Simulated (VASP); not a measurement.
# Pt16S in VASP: single point with PBE+D3(BJ)

Aim: the single point of Pt16S with PBE+D3(BJ).

Program: VASP 6.6.1. These are calculated values, not measurements. Logs are shortened: lines on timing, memory, paths and dates and some standing lists are left out, and cuts for length are marked.

### Step 1. The cell of the first run

The cell holds a slab with vacuum, 17 atoms: a = 5.544 Å, b = 5.544 Å, c = 23.290 Å, α = 90.00°, β = 90.00°, γ = 60.00°.

### Step 2. Single point, PBE+D3(BJ)

The input, INCAR:

```
SYSTEM = Pt16S
PREC = Accurate
ENCUT = 400
EDIFF = 1E-6
ISMEAR = 1
SIGMA = 0.1
LREAL = .FALSE.
LASPH = .TRUE.
NELM = 120
ALGO = Normal
ISIF = 2
LWAVE = .FALSE.
LCHARG = .TRUE.
GGA = PE
IVDW = 12
LELF = .TRUE.
LVHAR = .TRUE.
NBANDS = 97
GGA_COMPAT = .FALSE.
NELMDL = -8
```

The input, KPOINTS:

```
Automatic mesh
0
G
  2 2 1
  0 0 0
```

The input, POSCAR:

```
Pt16S
1.0
    5.5437171645      0.0000000000      0.0000000000
    2.7718585823      4.8009998959      0.0000000000
    0.0000000000      0.0000000000     23.2896391657
Pt S
16 1
Direct
    0.0000000000      0.0000000000      0.1073438700
    0.5000000000      0.0000000000      0.1073438700
    0.0000000000      0.5000000000      0.1073438700
    0.5000000000      0.5000000000      0.1073438700
    0.1666666700      0.1666666700      0.2045206900
    0.6666666700      0.1666666700      0.2045206900
    0.1666666700      0.6666666700      0.2045206900
    0.6666666700      0.6666666700      0.2045206900
    0.8347360800      0.3325449700      0.3013699200
    0.3323636500      0.3325620600      0.3013853800
    0.8330788600      0.8333359400      0.3057173500
    0.3323499000      0.8349256100      0.3013563900
   -0.0060217100     -0.0056429200      0.4037808600
    0.5111211400     -0.0055600900      0.4038796600
   -0.0058980100      0.5113989600      0.4039512100
    0.4996828300      0.5001384300      0.3972455300
    0.1663686300      0.1661459100      0.4701436800
```

Potentials or basis: VASP PAW PBE potentials, release 64 (Pt, S).

Launch:

```bash
$ cat potpaw_PBE.64/Pt/POTCAR potpaw_PBE.64/S/POTCAR > POTCAR
$ mpirun -np 1 vasp_std > vasp.out
```

OUTCAR:

```text
SYSTEM = Pt16S
   PREC = Accurate
   ENCUT = 400
   EDIFF = 1E-6
   ISMEAR = 1
   LREAL = .FALSE.
   LASPH = .TRUE.
   NELM = 120
   ISIF = 2
   GGA = PE
   IVDW = 12
   NELMDL = -8
 IVDW          = 12

 ion  position               nearest neighbor table
   1  0.000  0.000  0.107-   2 2.77   2 2.77   4 2.77   4 2.77   3 2.77   3 2.77   6 2.77   7 2.77
                             5 2.77
   2  0.500  0.000  0.107-   1 2.77   1 2.77   3 2.77   3 2.77   4 2.77   4 2.77   5 2.77   8 2.77
                             6 2.77
   3  0.000  0.500  0.107-   4 2.77   4 2.77   2 2.77   2 2.77   1 2.77   1 2.77   8 2.77   5 2.77
                             7 2.77
   4  0.500  0.500  0.107-   3 2.77   3 2.77   1 2.77   1 2.77   2 2.77   2 2.77   7 2.77   6 2.77
                             8 2.77
   5  0.167  0.167  0.205-  12 2.76  10 2.76   9 2.76   6 2.77   6 2.77   8 2.77   8 2.77   7 2.77
                             7 2.77   2 2.77   3 2.77   1 2.77
   6  0.667  0.167  0.205-   9 2.77  10 2.77   5 2.77   5 2.77   7 2.77   7 2.77   8 2.77   8 2.77
                             1 2.77   4 2.77   2 2.77  11 2.85
   7  0.167  0.667  0.205-  12 2.77  10 2.77   8 2.77   8 2.77   6 2.77   6 2.77   5 2.77   5 2.77
                             4 2.77   1 2.77   3 2.77  11 2.85
   8  0.667  0.667  0.205-   9 2.77  12 2.77   7 2.77   7 2.77   5 2.77   5 2.77   6 2.77   6 2.77
                             3 2.77   2 2.77   4 2.77  11 2.85
   9  0.835  0.333  0.301-  16 2.75  12 2.76  10 2.76   5 2.76   6 2.77   8 2.77  11 2.77  11 2.77
                            10 2.78  12 2.79  13 2.89  15 2.89
  10  0.332  0.333  0.301-  16 2.75   9 2.76  12 2.76   5 2.76   7 2.77   6 2.77  11 2.77  11 2.77
                            12 2.78   9 2.78  14 2.89  15 2.89
  11  0.833  0.833  0.306-  13 2.76  14 2.76  15 2.76  12 2.77   9 2.77  10 2.77  10 2.77   9 2.77
                            12 2.77   8 2.85   6 2.85   7 2.85
  12  0.332  0.835  0.301-  16 2.75   9 2.76  10 2.76   5 2.76   7 2.77   8 2.77  11 2.77  11 2.77
                            10 2.78   9 2.79  13 2.89  14 2.89
  13  0.994  0.994  0.404-  17 2.26  14 2.68  15 2.68  11 2.76  16 2.78  16 2.78  15 2.87  14 2.87
                             9 2.89  12 2.89
  14  0.511  0.994  0.404-  17 2.26  13 2.68  15 2.68  11 2.76  16 2.78  16 2.78  15 2.87  13 2.87
                            10 2.89  12 2.89
  15  0.994  0.511  0.404-  17 2.26  13 2.68  14 2.68  11 2.76  16 2.78  16 2.78  14 2.87  13 2.87
                            10 2.89   9 2.89
  16  0.500  0.500  0.397-  10 2.75  12 2.75   9 2.75  13 2.78  15 2.78  14 2.78  13 2.78  14 2.78
                            15 2.78
  17  0.166  0.166  0.470-  13 2.26  14 2.26  15 2.26

  LATTYP: Found a hexagonal cell.
 ALAT       =     5.5437171646
 C/A-ratio  =     4.2010871901

  Lattice vectors:

 A1 = (  -2.7718585823,  -4.8009998959,   0.0000000000)
 A2 = (   5.5437171645,   0.0000000000,   0.0000000000)
 A3 = (   0.0000000000,   0.0000000000,  23.2896391657)

Analysis of symmetry for initial positions (statically):
=====================================================================
 Subroutine PRICEL returns:
 Original cell was already a primitive cell.

 Routine SETGRP: Setting up the symmetry group for a
 hexagonal supercell.

 Subroutine GETGRP returns: Found  1 space group operations
 (whereof  1 operations were pure point group operations)
 out of a pool of 24 trial point group operations.

The static configuration has the point symmetry C_1 .

Analysis of symmetry for dynamics (positions and initial velocities):
=====================================================================
 Subroutine PRICEL returns:
 Original cell was already a primitive cell.

 Routine SETGRP: Setting up the symmetry group for a
 hexagonal supercell.

 Subroutine GETGRP returns: Found  1 space group operations
 (whereof  1 operations were pure point group operations)
 out of a pool of 24 trial point group operations.

The dynamic configuration has the point symmetry C_1 .

 Subroutine INISYM returns: Found  1 space group operations
 (whereof  1 operations are pure point group operations),
 and found     1 'primitive' translations

----------------------------------------------------------------------------------------

                                     Primitive cell

  volume of cell :     619.8627

  direct lattice vectors                    reciprocal lattice vectors
     5.543717165  0.000000000  0.000000000     0.180384383 -0.104144972  0.000000000
     2.771858582  4.800999896  0.000000000     0.000000000  0.208289944  0.000000000
     0.000000000  0.000000000 23.289639166     0.000000000  0.000000000  0.042937548

  length of vectors
     5.543717165  5.543717165 23.289639166     0.208289944  0.208289944  0.042937548

  position of ions in fractional coordinates (direct lattice)
     0.000000000  0.000000000  0.107343870
     0.500000000  0.000000000  0.107343870
     0.000000000  0.500000000  0.107343870
     0.500000000  0.500000000  0.107343870
     0.166666670  0.166666670  0.204520690
     0.666666670  0.166666670  0.204520690
[... 9 lines left out ...]
     0.499682830  0.500138430  0.397245530
     0.166368630  0.166145910  0.470143680

  ion indices of the primitive-cell ions
   primitive index   ion index
                 1           1
                 2           2
                 3           3
                 4           4
                 5           5
                 6           6
[... 9 lines left out ...]
                16          16
                17          17

----------------------------------------------------------------------------------------

 KPOINTS: Automatic mesh

Automatic generation of k-mesh.
 Grid dimensions read from file:
 generate k-points for:    2    2    1

 Generating k-lattice:

  Cartesian coordinates                     Fractional coordinates (reciprocal lattice)
     0.090192191 -0.052072486  0.000000000     0.500000000  0.000000000  0.000000000
     0.000000000  0.104144972  0.000000000     0.000000000  0.500000000  0.000000000
     0.000000000  0.000000000  0.042937548     0.000000000  0.000000000  1.000000000

  Length of vectors
     0.104144972  0.104144972  0.042937548

  Shift w.r.t. Gamma in fractional coordinates (k-lattice)
     0.000000000  0.000000000  0.000000000

 Subroutine IBZKPT returns following result:
 ===========================================

 Found      4 irreducible k-points:

 Following reciprocal coordinates:
            Coordinates               Weight
  0.000000  0.000000  0.000000      1.000000
  0.500000 -0.000000  0.000000      1.000000
  0.500000  0.500000  0.000000      1.000000
  0.000000  0.500000  0.000000      1.000000
   k-points           NKPTS =      4   k-points in BZ     NKDIM =      4   number of bands    NBANDS=     97
   number of dos      NEDOS =    301   number of ions     NIONS =     17
   total plane-waves  NPLWV = 207360
   dimension x,y,z NGX =    36 NGY =   36 NGZ =  160
   dimension x,y,z NGXF=    72 NGYF=   72 NGZF=  320
   ions per type =              16   1
   NGX,Y,Z   is equivalent  to a cutoff of  10.80, 10.80, 11.42 a.u.
   NGXF,Y,Z  is equivalent  to a cutoff of  21.59, 21.59, 22.84 a.u.
 SYSTEM =  Pt16S
   PREC   = accura    normal or accurate (medium, high low for compatibility)
   ISTART =      0    job   : 0-new  1-cont  2-samecut
   ICHARG =      2    charge: 1-file 2-atom 10-const
   ISPIN  =      1    spin polarized calculation?
   LNONCOLLINEAR =      F non collinear calculations
   LSORBIT =      F    spin-orbit coupling
   LASPH  =      T    aspherical Exc in radial PAW
   ENCUT  =  400.0 eV  29.40 Ry    5.42 a.u.   9.04  9.04 37.98*2*pi/ulx,y,z
   NELM   =    120;   NELMIN=  2; NELMDL= -8     # of ELM steps
   EDIFF  = 0.1E-05   stopping-criterion for ELM
   LREAL  =      F    real-space projection
   EDIFFG = 0.1E-04   stopping-criterion for IOM
   NSW    =      0    number of steps for IOM
   IBRION =     -1    ionic relax: 0-MD 1-quasi-New 2-CG
   NFREE  =      0    steps in history (QN), initial steepest desc. (CG)
   ISIF   =      2    stress and relaxation
   ISYM   =      2    0-nonsym 1-usesym 2-fastsym
   POTIM  = 0.5000    time-step for ionic-motion
   TEBEG  =    0.0;   TEEND  =   0.0 temperature during run
   PSTRESS=    0.0 pullay stress
   NELECT =     166.0000    total number of electrons
   NUPDOWN=      -1.0000    fix difference up-down
   EMIN   =  10.00;   EMAX   =-10.00  energy-range for DOS
   EFERMI =   0.00;   METHOD = LEGACY
   ISMEAR =     1;   SIGMA  =   0.10  broadening in eV -4-tet -1-fermi 0-gaus
   EFERMI_NEDOS =   21; number of points for ismear=-14 and -15
   IALGO  =     38    algorithm
   IMIX   =      4    mixing-type and parameters
     AMIX     =   0.40;   BMIX     =  1.00
     AMIX_MAG =   1.60;   BMIX_MAG =  1.00
  volume/ion in A,a.u.               =      36.46       246.06
  Fermi-wavevector in a.u.,A,eV,Ry     =   1.055226  1.994089 15.150127  1.113503
  Thomas-Fermi vector in A             =   2.190417
   LORBIT       =      0    0 simple, 1 ext, 2 COOP (PROOUT), +10 PAW based schemes
   GGA     = PE    functional components
   LHFCALC =     F    Hartree Fock is set to
   AEXX    =    0.0000 exact exchange contribution
   IVDW    =    12    specifies the selected vdW correction
   LEPSILON=     F    determine dielectric tensor
   LRPA    =     F    only Hartree local field effects (RPA)
 non-spin polarized calculation
 Methfessel and Paxton  Order N= 1 SIGMA  =   0.10
  energy-cutoff  :      400.00
  volume of cell :      619.86
 maximum number of plane-waves:     11242
   NGX = 19   NGY = 19   NGZ = 75

 number of electron     166.0000033 magnetization

 Free energy of the ion-electron system (eV)
  ---------------------------------------------------
  ext. energy  EPLUGINS =         0.00000000
  ---------------------------------------------------
  free energy    TOTEN  =      -100.10474803 eV

  energy without entropy =     -100.09800264  energy(sigma->0) =     -100.10249957

 E-fermi :   1.4804     XC(G=0):  -6.2990

 val. band max:        1.4676133997   @ k =   0.5000   0.5000   0.0000
 cond. band min:       1.5188435390   @ k =   0.0000   0.0000   0.0000
 fundamental gap:      0.0512301393
 Fermi energy:         1.4803505958

 k-point     1 :       0.0000    0.0000    0.0000
  band No.  band energies     occupation
      1     -12.8747      2.00000
      2      -8.2239      2.00000
      3      -6.9356      2.00000
      4      -6.0616      2.00000
      5      -5.7853      2.00000
      6      -5.5934      2.00000
[... 87 lines left out ...]
     94       3.6366      0.00000
     95       4.0130      0.00000

 k-point     2 :       0.5000   -0.0000    0.0000
  band No.  band energies     occupation
      1     -12.7686      2.00000
      2      -6.5249      2.00000
      3      -6.4045      2.00000
      4      -5.7735      2.00000
      5      -5.3963      2.00000
      6      -5.0370      2.00000
[... 87 lines left out ...]
     94       3.9324      0.00000
     95       4.2489      0.00000

 k-point     3 :       0.5000    0.5000    0.0000
  band No.  band energies     occupation
      1     -12.7685      2.00000
      2      -6.5248      2.00000
      3      -6.4045      2.00000
      4      -5.7737      2.00000
      5      -5.3964      2.00000
      6      -5.0363      2.00000
[... 87 lines left out ...]
     94       3.9322      0.00000
     95       4.2499      0.00000

 k-point     4 :       0.0000    0.5000    0.0000
  band No.  band energies     occupation
      1     -12.7687      2.00000
      2      -6.5247      2.00000
      3      -6.4040      2.00000
      4      -5.7735      2.00000
      5      -5.3963      2.00000
      6      -5.0374      2.00000
[... 87 lines left out ...]
     94       3.9327      0.00000
     95       4.2484      0.00000
 [bands above 95 left out]

------------------------ aborting loop because EDIFF is reached ----------------------------------------

 Edisp (eV)   -9.71630

 E8    (eV) :    -4.5761

  FORCE on cell =-STRESS in cart. coord.  units (eV):
  Direction    XX          YY          ZZ          XY          YZ          ZX
  --------------------------------------------------------------------------------------
  -------------------------------------------------------------------------------------
  Total     -17.16116   -17.19438    13.44539     0.00831     0.01287     0.00871
  in kB     -44.35694   -44.44281    34.75270     0.02149     0.03327     0.02251
  external pressure =      -18.02 kB  Pullay stress =        0.00 kB

 VOLUME and BASIS-vectors are now :
 -----------------------------------------------------------------------------
  energy-cutoff  :      400.00
  volume of cell :      619.86
      direct lattice vectors                 reciprocal lattice vectors
     5.543717165  0.000000000  0.000000000     0.180384383 -0.104144972  0.000000000
     2.771858582  4.800999896  0.000000000     0.000000000  0.208289944  0.000000000
     0.000000000  0.000000000 23.289639166     0.000000000  0.000000000  0.042937548

 POSITION                                       TOTAL-FORCE (eV/Angst)
 -----------------------------------------------------------------------------------
      0.00000      0.00000      2.50000        -0.029139     -0.017334     -0.736493
      2.77186      0.00000      2.50000         0.029705     -0.017307     -0.735533
      1.38593      2.40050      2.50000         0.000306      0.033799     -0.734497
      4.15779      2.40050      2.50000         0.001411      0.001237     -1.145553
      1.38593      0.80017      4.76321         0.000675      0.001480      0.536280
      4.15779      0.80017      4.76321        -0.002437     -0.058494      0.564309
[... 9 lines left out ...]
      4.15641      2.40116      9.25171         0.002315     -0.001522      0.606710
      1.38283      0.79767     10.94948         0.004161      0.008301      0.831617
 -----------------------------------------------------------------------------------
    total drift:                                0.000016     -0.000026      0.000042

  FREE ENERGIE OF THE ION-ELECTRON SYSTEM (eV)
  ---------------------------------------------------
  free  energy   TOTEN  =      -109.8210457217 eV

  energy  without entropy=     -109.8143003235  energy(sigma->0) =     -109.81879726
```

Run time: 19 min. Hardware: 1 thread of Intel Xeon 8259CL, shared host; peak memory 0.51 GiB.

Results:

```yaml
Free_energy: -109.8210 eV
Largest_force: 1.146 eV/Å
Band_gap_on_the_k_mesh: zero (bands 83 and 84 overlap by 0.17 eV)
Dispersion_energy_per_atom: -0.572 eV
```

Forces on the atoms (eV/Å):
```
Pt  -0.029 -0.017 -0.736
Pt   0.030 -0.017 -0.736
Pt   0.000  0.034 -0.734
Pt   0.001  0.001 -1.146
Pt   0.001  0.001  0.536
Pt  -0.002 -0.058  0.564
Pt  -0.052  0.027  0.562
Pt   0.048  0.028  0.562
Pt   0.000  0.006  0.050
Pt   0.001  0.004  0.048
Pt   0.001 -0.005 -0.049
Pt   0.002 -0.003  0.050
Pt   0.211  0.120 -0.132
Pt  -0.213  0.117 -0.138
Pt  -0.004 -0.245 -0.140
Pt   0.002 -0.002  0.607
S    0.004  0.008  0.832
```

Caveat: the k points lie up to 0.65 Å⁻¹ apart; spin-orbit coupling is left out, which moves the levels of the heavy elements.
